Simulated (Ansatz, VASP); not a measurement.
Two plane-wave programs on ScAl3As4

Contents of INCAR:

```
SYSTEM = ScAl3As4
  ALGO = Normal
  EDIFF = 1E-6
  EDIFFG = -0.025
  ENCUT = 600
  GGA = PE
  IBRION = 2
  ISIF = 3
  ISMEAR = 0
  LASPH = .TRUE.
  LCHARG = .FALSE.
  LREAL = .FALSE.
  LWAVE = .FALSE.
  NELM = 100
  NSW = 80
  PREC = Accurate
  SIGMA = 0.1
```

File KPOINTS:

```
k-points
0
G
  6 6 1
  0 0 0
```

POSCAR

```
ScAl3As4
1.0
    3.9579393057     -0.0512882364     -0.0216077859
   -2.0233865685      3.5647993769     -0.0157503496
   -0.0722957248     -0.1025901426     13.4409506061
Sc Al As
1 3 4
Direct
    0.9892328192     -0.0278346364      0.0792707370
   -0.0018771964      0.0234791669      0.3083139285
    0.6860396494      0.3606636436      0.5785836390
    0.3522459602      0.6489627610      0.8016435880
    0.6479531061      0.2853793857      0.2368736693
    0.9887556320     -0.0146113514      0.5199083856
    0.6828936361      0.3591581748      0.7434252888
    0.3214230600      0.6981361892      0.9949807640
```

Input for Ansatz:

```yaml
crystal:
  lattice:
    - [3.9579393057, -0.0512882364, -0.0216077859]
    - [-2.0233865685, 3.5647993769, -0.0157503496]
    - [-0.0722957248, -0.1025901426, 13.4409506061]
  atoms:
    - { symbol: Sc, position: [0.9892328192, -0.0278346364, 0.079270737] }
    - { symbol: Al, position: [-0.0018771964, 0.0234791669, 0.3083139285] }
    - { symbol: Al, position: [0.6860396494, 0.3606636436, 0.578583639] }
    - { symbol: Al, position: [0.3522459602, 0.648962761, 0.801643588] }
    - { symbol: As, position: [0.6479531061, 0.2853793857, 0.2368736693] }
    - { symbol: As, position: [0.988755632, -0.0146113514, 0.5199083856] }
    - { symbol: As, position: [0.6828936361, 0.3591581748, 0.7434252888] }
    - { symbol: As, position: [0.32142306, 0.6981361892, 0.994980764] }
basis:
  ecutwfc: 420
kpoints:
  mp_grid: { grid: [6, 6, 1] }
hamiltonian:
  xc: pbe
scf:
  occupations: { method: gaussian, width: 0.1 }
  lower_state_search: "off"
output:
  forces: true
  stress: true
  eigenvalues: true
relax:
  adjacent_minimum: "off"
  f_tol: 0.025
  max_steps: 60
  cell: { stress_tol: 0.25 }
```

Change from the starting cell: cell x1, atoms moved at random (sigma 0.15 Å) and cell strained at random (1.5 %), then relaxed without symmetry.

Alike in both runs: task relaxation of cell and atoms; functional PBE; k mesh 6 × 6 × 1; occupations gaussian, width 0.1 eV; no spin polarisation.

|  | VASP | Ansatz |
| --- | --- | --- |
| version | VASP 6.6.1 | Ansatz 0.2.0 |
| potentials or method | VASP PAW PBE potentials, release 64 (Sc_sv, Al, As), cutoff 600 eV | scalar-relativistic, plane waves, PAW |
| valence electrons in the cell | 40 | 80 |

Ansatz gave:

* gap on the k mesh at the Fermi level, each at its own relaxed structure (eV): 0.84
* relaxed volume (Å³/atom): 23.33
* relaxed length of the cell vector where the two differ most in proportion (Å): 4.012

What did VASP give for the same quantities?

gap on the k mesh at the Fermi level, each at its own relaxed structure (eV): 0.80; relaxed volume (Å³/atom): 23.38; relaxed length of the cell vector where the two differ most in proportion (Å): 4.016.

VASP's potentials hold 40 valence electrons a cell and Ansatz's 80, so a difference there can come from the potentials and not from the codes.

The k mesh is coarse, so the values compare programs but aren't converged.
